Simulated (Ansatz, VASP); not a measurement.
One calculation of HgTe, two programs

Contents of INCAR:

```
SYSTEM = HgTe
ALGO = Normal
EDIFF = 1E-7
EDIFFG = -0.01
ENCUT = 600
GGA = PS
IBRION = 2
ISIF = 3
ISMEAR = -1
IVDW = 12
LASPH = .True.
LCHARG = .False.
LREAL = .False.
LWAVE = .False.
NELM = 80
NSW = 60
PREC = Accurate
SIGMA = 0.05
```

Contents of KPOINTS:

```
k-points
0
Gamma
  10 10 10
  0 0 0
```

Contents of POSCAR:

```
HgTe
1.0
   -3.0456030000      3.0456030000      1.5594100000
    3.0456030000     -3.0456030000      1.5594100000
    3.0456030000      3.0456030000     -1.5594100000
Hg Te
1 1
Direct
    0.7500000000      0.2500000000      0.5000000000
    0.0000000000      0.0000000000      0.0000000000
```

input.yaml

```yaml
crystal:
  lattice:
    - [-3.045603, 3.045603, 1.55941]
    - [3.045603, -3.045603, 1.55941]
    - [3.045603, 3.045603, -1.55941]
  atoms:
    - { symbol: Hg, position: [0.75, 0.25, 0.5] }
    - { symbol: Te, position: [0.0, 0.0, 0.0] }
hamiltonian:
  xc: pbesol
  pseudopotentials: { kind: paw }
  dispersion: d3bj
kpoints:
  mp_grid: { grid: [10, 10, 10] }
scf:
  occupations: { method: fermi_dirac, width: 0.05 }
output:
  forces: true
  stress: true
  eigenvalues: true
relax:
  f_tol: 0.01
  max_steps: 40
  cell: { stress_tol: 0.05 }
```

Alike in both runs: task relaxation of cell and atoms; functional PBEsol; dispersion D3(BJ); k mesh 10 × 10 × 10; occupations fermi-dirac, width 0.05 eV; no spin polarisation.

|  | VASP | Ansatz |
| --- | --- | --- |
| version | VASP 6.6.1 | Ansatz 0.2.0 |
| potentials or method | VASP PAW PBE potentials, release 64 (Hg, Te) | Ansatz PAW |
| plane-wave cutoff (eV) | 600 | 420 |
| valence electrons in the cell | 18 | 36 |

Ansatz gave:

- gap on the k mesh at the Fermi level, each at its own relaxed structure (eV): none
- relaxed volume (Å³/atom): 25.37
- relaxed cell length with the largest relative difference (Å): 4.315

Question: Which values does VASP return?

Answer: gap on the k mesh at the Fermi level, each at its own relaxed structure (eV): none; relaxed volume (Å³/atom): 25.47; relaxed cell length with the largest relative difference (Å): 4.321.

VASP's potentials were made for PBE, not for PBEsol. A gap of «none» marks a metal or a gap that the smearing closes. VASP's potentials hold 18 valence electrons a cell and Ansatz's 36, so a difference there can come from the potentials and not from the codes.

Neither program's run includes spin-orbit coupling. Noted on Ansatz's run: the plane-wave basis is chosen anew once the cell has moved, so the energies of steps on either side of that aren't comparable.
